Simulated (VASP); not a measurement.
# HfB2 (P-1) in VASP: single point with PBE

Aim: the single point of HfB2 with PBE.

Program: VASP 6.6.1. These are calculated values, not measurements. Logs are shortened: lines on timing, memory, paths and dates and some standing lists are left out, and cuts for length are marked.

## 1. The cell of the first run

The typed cell holds 3 atoms: a = 3.154 Å, b = 3.097 Å, c = 3.542 Å, α = 92.10°, β = 88.72°, γ = 115.72°.

## 2. Single point, PBE

File INCAR:

```
PREC = Accurate
ENCUT = 520
EDIFF = 1E-6
ISMEAR = 0
SIGMA = 0.1
LREAL = False
LASPH = True
NELM = 80
ALGO = Normal
ISIF = 2
LWAVE = False
LCHARG = True
GGA = PE
LELF = True
LVHAR = True
NBANDS = 15
```

File KPOINTS:

```
Automatic mesh
0
Gamma
  3 3 2
```

File POSCAR:

```
HfB2
1.0
    3.1507563035      0.1331640071      0.0364570476
   -1.4600547387      2.7307819157     -0.0578223447
    0.0404899023     -0.0507764128      3.5418684912
Hf B
1 2
Direct
    0.0000000000      0.0000000000      0.0000000000
    0.3333333333      0.6666666667      0.5000000000
    0.6666666667      0.3333333333      0.5000000000
```

Potentials or basis: VASP PAW PBE potentials, release 64 (Hf_pv, B).

Started as:

```bash
$ cat potpaw_PBE.64/Hf_pv/POTCAR potpaw_PBE.64/B/POTCAR > POTCAR
$ mpirun -np 1 vasp_std > vasp.out
```

OUTCAR:

```text
PREC = Accurate
   ENCUT = 520
   EDIFF = 1E-6
   ISMEAR = 0
   LREAL = False
   LASPH = True
   NELM = 80
   ISIF = 2
   GGA = PE

 ion  position               nearest neighbor table
   1  0.000  0.000  0.000-   3 2.46   2 2.46   2 2.54   3 2.54   3 2.54   2 2.54   3 2.59   2 2.59
                             3 2.60   2 2.60   3 2.61   2 2.61
   2  0.333  0.667  0.500-   3 1.76   3 1.87   3 1.90   1 2.46   1 2.54   1 2.54   1 2.59   1 2.60
                             1 2.61
   3  0.667  0.333  0.500-   2 1.76   2 1.87   2 1.90   1 2.46   1 2.54   1 2.54   1 2.59   1 2.60
                             1 2.61

  LATTYP: Found a triclinic cell.
 ALAT       =     3.0971395084
 B/A-ratio  =     1.0738377713
 C/A-ratio  =     1.1437856881
 COS(alpha) =     0.0129555767
 COS(beta)  =     0.0366928634
 COS(gamma) =     0.5197327119

  Lattice vectors:

 A1 = (  -1.4600547387,   2.7307819157,  -0.0578223447)
 A2 = (   1.6907015648,   2.8639459228,  -0.0213652971)
 A3 = (  -0.0404899023,   0.0507764128,  -3.5418684912)

Analysis of symmetry for initial positions (statically):
=====================================================================
 Subroutine PRICEL returns:
 Original cell was already a primitive cell.

 Routine SETGRP: Setting up the symmetry group for a
 triclinic supercell.

 Subroutine GETGRP returns: Found  2 space group operations
 (whereof  2 operations were pure point group operations)
 out of a pool of  2 trial point group operations.

The static configuration has the point symmetry S_2 .

Analysis of symmetry for dynamics (positions and initial velocities):
=====================================================================
 Subroutine PRICEL returns:
 Original cell was already a primitive cell.

 Routine SETGRP: Setting up the symmetry group for a
 triclinic supercell.

 Subroutine GETGRP returns: Found  2 space group operations
 (whereof  2 operations were pure point group operations)
 out of a pool of  2 trial point group operations.

The dynamic configuration has the point symmetry S_2 .

 Subroutine INISYM returns: Found  2 space group operations
 (whereof  2 operations are pure point group operations),
 and found     1 'primitive' translations

----------------------------------------------------------------------------------------

                                     Primitive cell

  volume of cell :      31.1521

  direct lattice vectors                    reciprocal lattice vectors
     3.150756304  0.133164007  0.036457048     0.310384872  0.165927303 -0.001169513
    -1.460054739  2.730781916 -0.057822345    -0.015199645  0.358181164  0.005308663
[... 87 lines left out ...]
   ISMEAR =     0;   SIGMA  =   0.10  broadening in eV -4-tet -1-fermi 0-gaus
   EFERMI_NEDOS =   21; number of points for ismear=-14 and -15
   IALGO  =     38    algorithm
   IMIX   =      4    mixing-type and parameters
     AMIX     =   0.40;   BMIX     =  1.00
     AMIX_MAG =   1.60;   BMIX_MAG =  1.00
  volume/ion in A,a.u.               =      10.38        70.07
  Fermi-wavevector in a.u.,A,eV,Ry     =   1.311050  2.477525 23.386390  1.718851
  Thomas-Fermi vector in A             =   2.441538
   LORBIT       =      0    0 simple, 1 ext, 2 COOP (PROOUT), +10 PAW based schemes
   GGA     = PE    functional components
   LHFCALC =     F    Hartree Fock is set to
   AEXX    =    0.0000 exact exchange contribution
   IVDW    =     0    specifies the selected vdW correction
   LEPSILON=     F    determine dielectric tensor
   LRPA    =     F    only Hartree local field effects (RPA)
 non-spin polarized calculation
 Gauss-broadening in eV      SIGMA  =   0.10
  energy-cutoff  :      520.00
  volume of cell :       31.15
 maximum number of plane-waves:       844
   NGX = 11   NGY = 11   NGZ = 13

 number of electron      16.0000000 magnetization

 Free energy of the ion-electron system (eV)
  ---------------------------------------------------
  ext. energy  EPLUGINS =         0.00000000
  ---------------------------------------------------
  free energy    TOTEN  =       -26.19540547 eV

  energy without entropy =      -26.19093603  energy(sigma->0) =      -26.19317075

 E-fermi :   7.3785     XC(G=0): -12.3658

 val. band max:        7.3203719047   @ k =   0.0000   0.0000   0.5000
 cond. band min:       7.4367017462   @ k =   0.0000   0.0000   0.5000
 fundamental gap:      0.1163298414
 Fermi energy:         7.3785368234

 k-point     1 :       0.0000    0.0000    0.0000
  band No.  band energies     occupation
      1     -23.5644      2.00000
      2     -23.2479      2.00000
      3     -23.1182      2.00000
      4      -6.0889      2.00000
      5       4.1235      2.00000
      6       4.2992      2.00000
      7       4.5544      2.00000
      8       5.0688      2.00000
      9      10.7221      0.00000
     10      10.8951      0.00000
     11      11.2080      0.00000
     12      11.4869      0.00000
     13      11.8990      0.00000
     14      11.9128      0.00000
[... 149 lines left out ...]
      2     -23.6460      2.00000
      3     -23.3839      2.00000
      4      -3.0361      2.00000
      5       1.4113      2.00000
      6       1.8786      2.00000
      7       2.5446      2.00000
      8       4.9933      2.00000
      9       9.5755      0.00000
     10      10.8242      0.00000
     11      10.9358      0.00000
     12      13.1249      0.00000
     13      15.2112      0.00000
     14      16.5524      0.00000
     15      17.3765      0.00000

------------------------ aborting loop because EDIFF is reached ----------------------------------------

  FORCE on cell =-STRESS in cart. coord.  units (eV):
  Direction    XX          YY          ZZ          XY          YZ          ZX
  --------------------------------------------------------------------------------------
  -------------------------------------------------------------------------------------
  Total       -0.3696217     -2.9466464     -2.1073472     -3.7812501      1.3552050     -1.1449038
  in kB      -19.0099484   -151.5484688   -108.3826158   -194.4728293     69.6993164    -58.8833542
  external PRESSURE =     -92.9803443 kB  Pullay stress =       0.0000000 kB

 VOLUME and BASIS-vectors are now :
 -----------------------------------------------------------------------------
  energy-cutoff  :      520.00
  volume of cell :       31.15
      direct lattice vectors                 reciprocal lattice vectors
     3.150756304  0.133164007  0.036457048     0.310384872  0.165927303 -0.001169513
    -1.460054739  2.730781916 -0.057822345    -0.015199645  0.358181164  0.005308663
     0.040489902 -0.050776413  3.541868491    -0.003442984  0.004139526  0.282435556

 POSITION                                       TOTAL-FORCE (eV/Angst)
 -----------------------------------------------------------------------------------
      0.00000      0.00000      0.00000        -0.000000     -0.000000      0.000000
      0.09713      1.83952      1.74454         0.367852      0.011649      0.029058
      1.63406      0.97365      1.77596        -0.367852     -0.011649     -0.029058
 -----------------------------------------------------------------------------------
    total drift:                               -0.000000      0.000000      0.000000

  FREE ENERGIE OF THE ION-ELECTRON SYSTEM (eV)
  ---------------------------------------------------
  free  energy   TOTEN  =       -26.1954054741 eV

  energy  without entropy=      -26.1909360256  energy(sigma->0) =      -26.19317075
```

It took 5.5 s on 1 thread of AMD EPYC 7R13 (Zen 3), shared host; peak memory 0.11 GiB.

What came out:

```
Free energy            : -26.1954 eV
Pressure               : -9.3 GPa
Largest force          : 0.369 eV/Å
Band gap on the k mesh : 0.12 eV, direct
```

Forces on the atoms (eV/Å):
```
Hf   0.000  0.000  0.000
B    0.368  0.012  0.029
B   -0.368 -0.012 -0.029
```

Caveat: the k points lie up to 0.89 Å⁻¹ apart; spin-orbit coupling is left out, which moves the levels of the heavy elements. A k mesh can miss the band edges.
